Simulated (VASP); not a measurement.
Runs of VASP 6.6.1 on FeO. It takes space group R-3m (No. 166, trigonal). Conventional cell: a = 3.038 Å, b = 3.038 Å, c = 7.559 Å, α = 90.00°, β = 90.00°, γ = 120.00°. Within 2.9 Å of Fe (site symmetry -3m) lie 6 O at 2.16 Å. Within 2.9 Å of O (site symmetry -3m) lie 6 Fe at 2.16 Å. 

| level | potentials or basis | gap on the mesh (eV) | pressure (GPa) | moment (μB) |
| --- | --- | --- | --- | --- |
| PBE | VASP PAW PBE potentials, release 64 (Fe, O) | none | -0.7 | 3.98 |
| RPBE | VASP PAW PBE potentials, release 64 (Fe, O) | none | (b) | 3.99 |
| BLYP | VASP PAW PBE potentials, release 64 (Fe, O) | none | 6.3 | (c) |
| LDA | VASP PAW LDA potentials, release 64 (Fe, O) | none | -16.6 | (a) |

Alike in all rows: task single point; spin collinear, ferromagnetic start; cell as given; k mesh 10 × 10 × 10; cutoff (eV) 520; smearing fermi-dirac 0.15 eV.

Q: Fill in the values left out.

A: (a) 3.90; (b) 4.9; (c) 3.96.

Caveats: a cell with one magnetic atom can't hold antiferromagnetic order, which such compounds often take; semilocal functionals often make such compounds metallic where correlation or magnetic order opens a gap, which also shifts bond lengths; the cell stands under pressure (at least some runs); the PAW data sets were made with another functional, which shifts forces and pressure a little (at least some runs); the cell stands under tension (at least some runs).

A gap of «none» marks levels without a gap at the run's occupations.
